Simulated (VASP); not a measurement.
# NaCl (Fm-3m) in VASP: single point with HSE06

Aim: the single point of NaCl with HSE06.

Program: VASP 6.6.1. These are calculated values, not measurements. Logs are shortened: lines on timing, memory, paths and dates and some standing lists are left out, and cuts for length are marked.

## 1. The cell of the first run

The structure is cubic, space group Fm-3m (No. 225). Conventional cell: a = 5.605 Å, b = 5.605 Å, c = 5.605 Å, α = 90.00°, β = 90.00°, γ = 90.00°. Na (site symmetry m-3m) has 6 Cl at 2.80 Å within 3.7 Å. Within 3.7 Å of Cl (site symmetry m-3m) lie 6 Na at 2.80 Å.

## 2. Single point, HSE06

Contents of POSCAR:

```
NaCl
1.0
    0.0000000000      2.8026987877      2.8026987877
    2.8026987877      0.0000000000      2.8026987877
    2.8026987877      2.8026987877      0.0000000000
Na Cl
1 1
Direct
    0.0000000000      0.0000000000      0.0000000000
    0.5000000000      0.5000000000      0.5000000000
```

Contents of INCAR.step1:

```
SYSTEM = NaCl
ALGO = Normal
EDIFF = 1E-5
ENCUT = 520
GGA = PE
ISIF = 2
ISMEAR = 0
LASPH = .TRUE.
LCHARG = .FALSE.
LREAL = .FALSE.
LWAVE = .TRUE.
NBANDS = 14
NELM = 60
PREC = Accurate
SIGMA = 0.01
```

Contents of INCAR.step2:

```
SYSTEM = NaCl
ALGO = Normal
EDIFF = 1E-7
ENCUT = 520
GGA = PE
HFSCREEN = 0.2079
ISIF = 2
ISMEAR = 0
ISTART = 1
LASPH = .TRUE.
LCHARG = .FALSE.
LHFCALC = .TRUE.
LREAL = .FALSE.
LWAVE = .FALSE.
NBANDS = 14
NELM = 60
PREC = Accurate
PRECFOCK = Normal
SIGMA = 0.01
```

Contents of KPOINTS:

```
k-points
0
G
  6 6 6
  0 0 0
```

Potentials or basis: VASP PAW PBE potentials, release 64 (Na_pv, Cl).

Run with:

```console
cat potpaw_PBE.64/Na_pv/POTCAR potpaw_PBE.64/Cl/POTCAR > POTCAR
cp INCAR.step1 INCAR
mpirun -np 1 vasp_std > vasp.out
cp INCAR.step2 INCAR
mpirun -np 1 vasp_std > vasp.out
```

OUTCAR:

```text
SYSTEM = NaCl
   EDIFF = 1E-7
   ENCUT = 520
   GGA = PE
   HFSCREEN = 0.2079
   ISIF = 2
   ISMEAR = 0
   ISTART = 1
   LASPH = .TRUE.
   LHFCALC = .TRUE.
   LREAL = .FALSE.
   NELM = 60
   PREC = Accurate
   PRECFOCK = Normal

 ion  position               nearest neighbor table
   1  0.000  0.000  0.000-
   2  0.500  0.500  0.500-

  LATTYP: Found a face centered cubic cell.
 ALAT       =     5.6053975754

  Lattice vectors:

 A1 = (   0.0000000000,   2.8026987877,   2.8026987877)
 A2 = (   2.8026987877,   0.0000000000,   2.8026987877)
 A3 = (   2.8026987877,   2.8026987877,   0.0000000000)

Analysis of symmetry for initial positions (statically):
=====================================================================
 Subroutine PRICEL returns:
 Original cell was already a primitive cell.

 Routine SETGRP: Setting up the symmetry group for a
 face centered cubic supercell.

 Subroutine GETGRP returns: Found 48 space group operations
 (whereof 48 operations were pure point group operations)
 out of a pool of 48 trial point group operations.

The static configuration has the point symmetry O_h .

Analysis of symmetry for dynamics (positions and initial velocities):
=====================================================================
 Subroutine PRICEL returns:
 Original cell was already a primitive cell.

 Routine SETGRP: Setting up the symmetry group for a
 face centered cubic supercell.

 Subroutine GETGRP returns: Found 48 space group operations
 (whereof 48 operations were pure point group operations)
 out of a pool of 48 trial point group operations.

The dynamic configuration has the point symmetry O_h .

 Subroutine INISYM returns: Found 48 space group operations
 (whereof 48 operations are pure point group operations),
 and found     1 'primitive' translations

----------------------------------------------------------------------------------------

                                     Primitive cell

  volume of cell :      44.0311

  direct lattice vectors                    reciprocal lattice vectors
     0.000000000  2.802698788  2.802698788    -0.178399478  0.178399478  0.178399478
     2.802698788  0.000000000  2.802698788     0.178399478 -0.178399478  0.178399478
     2.802698788  2.802698788  0.000000000     0.178399478  0.178399478 -0.178399478

  length of vectors
     3.963614637  3.963614637  3.963614637     0.308996959  0.308996959  0.308996959

  position of ions in fractional coordinates (direct lattice)
     0.000000000  0.000000000  0.000000000
     0.500000000  0.500000000  0.500000000

  ion indices of the primitive-cell ions
   primitive index   ion index
                 1           1
                 2           2

----------------------------------------------------------------------------------------

 KPOINTS: k-points

Automatic generation of k-mesh.
 Grid dimensions read from file:
 generate k-points for:    6    6    6

 Generating k-lattice:

  Cartesian coordinates                     Fractional coordinates (reciprocal lattice)
    -0.029733246  0.029733246  0.029733246     0.166666667  0.000000000  0.000000000
     0.029733246 -0.029733246  0.029733246     0.000000000  0.166666667  0.000000000
     0.029733246  0.029733246 -0.029733246     0.000000000  0.000000000  0.166666667

  Length of vectors
     0.051499493  0.051499493  0.051499493

  Shift w.r.t. Gamma in fractional coordinates (k-lattice)
     0.000000000  0.000000000  0.000000000

 Subroutine IBZKPT returns following result:
 ===========================================

 Found     16 irreducible k-points:

 Following reciprocal coordinates:
            Coordinates               Weight
  0.000000  0.000000  0.000000      1.000000
  0.166667  0.000000  0.000000      8.000000
  0.333333  0.000000  0.000000      8.000000
  0.500000  0.000000  0.000000      4.000000
  0.166667  0.166667  0.000000      6.000000
  0.333333  0.166667  0.000000     24.000000
[... 8 lines left out ...]
 -0.333333  0.333333  0.166667     24.000000
 -0.333333  0.500000  0.166667     12.000000
   k-points           NKPTS =     16   k-points in BZ     NKDIM =    216   number of bands    NBANDS=     14
   number of dos      NEDOS =    301   number of ions     NIONS =      2
   total plane-waves  NPLWV =  27000
   dimension x,y,z NGX =    30 NGY =   30 NGZ =   30
   dimension x,y,z NGXF=    60 NGYF=   60 NGZF=   60
   ions per type =               1   1
   NGX,Y,Z   is equivalent  to a cutoff of  12.58, 12.58, 12.58 a.u.
   NGXF,Y,Z  is equivalent  to a cutoff of  25.17, 25.17, 25.17 a.u.
 SYSTEM =  NaCl
   PREC   = accura    normal or accurate (medium, high low for compatibility)
   ISTART =      1    job   : 0-new  1-cont  2-samecut
   ICHARG =      0    charge: 1-file 2-atom 10-const
   ISPIN  =      1    spin polarized calculation?
   LNONCOLLINEAR =      F non collinear calculations
   LSORBIT =      F    spin-orbit coupling
   LASPH  =      T    aspherical Exc in radial PAW
   ENCUT  =  520.0 eV  38.22 Ry    6.18 a.u.   7.37  7.37  7.37*2*pi/ulx,y,z
   NELM   =     60;   NELMIN=  2; NELMDL=  0     # of ELM steps
   EDIFF  = 0.1E-06   stopping-criterion for ELM
   LREAL  =      F    real-space projection
   EDIFFG = 0.1E-05   stopping-criterion for IOM
   NSW    =      0    number of steps for IOM
   IBRION =     -1    ionic relax: 0-MD 1-quasi-New 2-CG
   NFREE  =      0    steps in history (QN), initial steepest desc. (CG)
   ISIF   =      2    stress and relaxation
   ISYM   =      3    0-nonsym 1-usesym 2-fastsym
   POTIM  = 0.5000    time-step for ionic-motion
   TEBEG  =    0.0;   TEEND  =   0.0 temperature during run
   PSTRESS=    0.0 pullay stress
   NELECT =      14.0000    total number of electrons
   NUPDOWN=      -1.0000    fix difference up-down
   EMIN   =  10.00;   EMAX   =-10.00  energy-range for DOS
   EFERMI =   0.00;   METHOD = LEGACY
   ISMEAR =     0;   SIGMA  =   0.01  broadening in eV -4-tet -1-fermi 0-gaus
   EFERMI_NEDOS =   21; number of points for ismear=-14 and -15
   IALGO  =     38    algorithm
   IMIX   =      1    mixing-type and parameters
     AMIX     =   0.40;   BMIX     =  1.00
     AMIX_MAG =   1.60;   BMIX_MAG =  1.00
  volume/ion in A,a.u.               =      22.02       148.57
  Fermi-wavevector in a.u.,A,eV,Ry     =   1.117372  2.111527 16.987146  1.248520
  Thomas-Fermi vector in A             =   2.253994
   LORBIT       =      0    0 simple, 1 ext, 2 COOP (PROOUT), +10 PAW based schemes
   GGA     = PE    functional components
   LHFCALC =     T    Hartree Fock is set to
   PRECFOCK=normal    Normal, Fast or Accurate (Low or Medium for compatibility)
   ENCUT4O =  -1.0   cutoff for four orbital integrals eV
   NKREDX  =     1    reduce k-point grid by
   NKREDY  =     1    reduce k-point grid by
   NKREDZ  =     1    reduce k-point grid by
   AEXX    =    0.2500 exact exchange contribution
   HFSCREEN=    0.2079 screening length (either q_TF or 0.3 A-1)
   HFSCREENC=   0.2079 screening length for correlation (either q_TF or 0.3 A-1)
   ENCUTFOCK=  -1.0 apply spherical cutoff to Coloumb kernel
   IVDW    =     0    specifies the selected vdW correction
   LEPSILON=     F    determine dielectric tensor
   LRPA    =     F    only Hartree local field effects (RPA)
 non-spin polarized calculation
 Gauss-broadening in eV      SIGMA  =   0.01
  energy-cutoff  :      520.00
  volume of cell :       44.03
 maximum number of plane-waves:      1243
 NGX is ok and might be reduce to    30
  NGX = 24; NGY = 24; NGZ = 24

 number of electron      14.0000003 magnetization

 Free energy of the ion-electron system (eV)
  ---------------------------------------------------
  ext. energy  EPLUGINS =         0.00000000
  ---------------------------------------------------
  free energy    TOTEN  =        -7.87556494 eV

  energy without entropy =       -7.87556494  energy(sigma->0) =       -7.87556494

 E-fermi :  -1.5553     XC(G=0):  -6.8596

 val. band max:       -1.6167981924   @ k =   0.0000   0.0000   0.0000
 cond. band min:       4.9338746734   @ k =   0.0000   0.0000   0.0000
 fundamental gap:      6.5506728658
 Fermi energy:        -1.5553369983

 k-point     1 :       0.0000    0.0000    0.0000
  band No.  band energies     occupation
      1     -24.4645      2.00000
      2     -24.4645      2.00000
      3     -24.4645      2.00000
      4     -15.5123      2.00000
      5      -1.6168      2.00000
      6      -1.6168      2.00000
      7      -1.6168      2.00000
      8       4.9339      0.00000
      9      11.0240      0.00000
     10      11.0240      0.00000
     11      11.0240      0.00000
     12      13.3750      0.00000
     13      13.3750      0.00000
     14      14.7301      0.00000

 k-point     2 :       0.1667    0.0000    0.0000
  band No.  band energies     occupation
      1     -24.4721      2.00000
      2     -24.4649      2.00000
      3     -24.4649      2.00000
      4     -15.4207      2.00000
      5      -2.2534      2.00000
      6      -1.6937      2.00000
      7      -1.6937      2.00000
      8       5.7722      0.00000
      9      10.1910      0.00000
     10      11.3328      0.00000
     11      11.3328      0.00000
     12      13.0336      0.00000
     13      13.0336      0.00000
     14      16.0222      0.00000

 k-point     3 :       0.3333    0.0000    0.0000
  band No.  band energies     occupation
      1     -24.4870      2.00000
      2     -24.4658      2.00000
      3     -24.4658      2.00000
      4     -15.2293      2.00000
      5      -3.2771      2.00000
      6      -1.8409      2.00000
      7      -1.8409      2.00000
      8       6.8775      0.00000
      9      10.0729      0.00000
     10      11.1680      0.00000
     11      11.1680      0.00000
     12      14.1621      0.00000
     13      14.1621      0.00000
     14      15.3697      0.00000

 k-point     4 :       0.5000    0.0000    0.0000
  band No.  band energies     occupation
      1     -24.4944      2.00000
      2     -24.4662      2.00000
      3     -24.4662      2.00000
      4     -15.1290      2.00000
      5      -3.7183      2.00000
      6      -1.9114      2.00000
      7      -1.9114      2.00000
      8       7.0435      0.00000
      9      10.7832      0.00000
     10      10.9297      0.00000
     11      10.9298      0.00000
     12      15.0728      0.00000
     13      16.4511      0.00000
     14      16.4511      0.00000

 k-point     5 :       0.1667    0.1667    0.0000
  band No.  band energies     occupation
      1     -24.4712      2.00000
      2     -24.4665      2.00000
      3     -24.4665      2.00000
      4     -15.3941      2.00000
      5      -2.2708      2.00000
      6      -1.7982      2.00000
      7      -1.7982      2.00000
      8       6.0571      0.00000
      9       9.6889      0.00000
     10      11.7168      0.00000
     11      11.7168      0.00000
[... 140 lines left out ...]
 k-point    14 :       0.5000    0.3333    0.1667
  band No.  band energies     occupation
      1     -24.4841      2.00000
      2     -24.4734      2.00000
      3     -24.4687      2.00000
      4     -15.1302      2.00000
      5      -3.2062      2.00000
      6      -2.4365      2.00000
      7      -2.0846      2.00000
      8       8.3274      0.00000
      9       8.9941      0.00000
     10       9.7657      0.00000
     11      12.3993      0.00000
     12      13.7012      0.00000
     13      16.2987      0.00000
     14      16.9025      0.00000

 k-point    15 :      -0.3333    0.3333    0.1667
  band No.  band energies     occupation
      1     -24.4848      2.00000
      2     -24.4756      2.00000
      3     -24.4704      2.00000
      4     -15.0721      2.00000
      5      -3.2257      2.00000
      6      -2.6978      2.00000
      7      -2.2030      2.00000
      8       8.7695      0.00000
      9       9.1335      0.00000
     10       9.8981      0.00000
     11      11.9291      0.00000
     12      14.3619      0.00000
     13      15.8854      0.00000
     14      16.9902      0.00000

 k-point    16 :      -0.3333    0.5000    0.1667
  band No.  band energies     occupation
      1     -24.4818      2.00000
      2     -24.4757      2.00000
      3     -24.4742      2.00000
      4     -15.0573      2.00000
      5      -3.1987      2.00000
      6      -2.6215      2.00000
      7      -2.3995      2.00000
      8       8.3302      0.00000
      9       8.6798      0.00000
     10      10.4859      0.00000
     11      12.1681      0.00000
     12      15.4496      0.00000
     13      16.5647      0.00000
     14      16.6025      0.00000

------------------------ aborting loop because EDIFF is reached ----------------------------------------

  FORCE on cell =-STRESS in cart. coord.  units (eV):
  Direction    XX          YY          ZZ          XY          YZ          ZX
  --------------------------------------------------------------------------------------
  -------------------------------------------------------------------------------------
  Total        0.1921802      0.1921802      0.1921802      0.0000000      0.0000000     -0.0000000
  in kB        6.9929427      6.9929427      6.9929427      0.0000000      0.0000000     -0.0000000
  external PRESSURE =       6.9929427 kB  Pullay stress =       0.0000000 kB

 VOLUME and BASIS-vectors are now :
 -----------------------------------------------------------------------------
  energy-cutoff  :      520.00
  volume of cell :       44.03
      direct lattice vectors                 reciprocal lattice vectors
     0.000000000  2.802698788  2.802698788    -0.178399478  0.178399478  0.178399478
     2.802698788  0.000000000  2.802698788     0.178399478 -0.178399478  0.178399478
     2.802698788  2.802698788  0.000000000     0.178399478  0.178399478 -0.178399478

 POSITION                                       TOTAL-FORCE (eV/Angst)
 -----------------------------------------------------------------------------------
      0.00000      0.00000      0.00000         0.000000     -0.000000      0.000000
      2.80270      2.80270      2.80270        -0.000000      0.000000     -0.000000
 -----------------------------------------------------------------------------------
    total drift:                               -0.000013     -0.000019     -0.000019

  FREE ENERGIE OF THE ION-ELECTRON SYSTEM (eV)
  ---------------------------------------------------
  free  energy   TOTEN  =        -7.8755649414 eV

  energy  without entropy=       -7.8755649414  energy(sigma->0) =       -7.87556494
```

Run time: 14 min. Hardware: 1 thread of Intel Xeon 6975P-C (Granite Rapids), shared host; peak memory 0.27 GiB.

Results:

* Free energy: -7.8756 eV
* Pressure: 0.7 GPa
* Band gap on the k mesh: 6.55 eV

Caveat: the PAW data sets were made with another functional, which shifts forces and pressure a little.
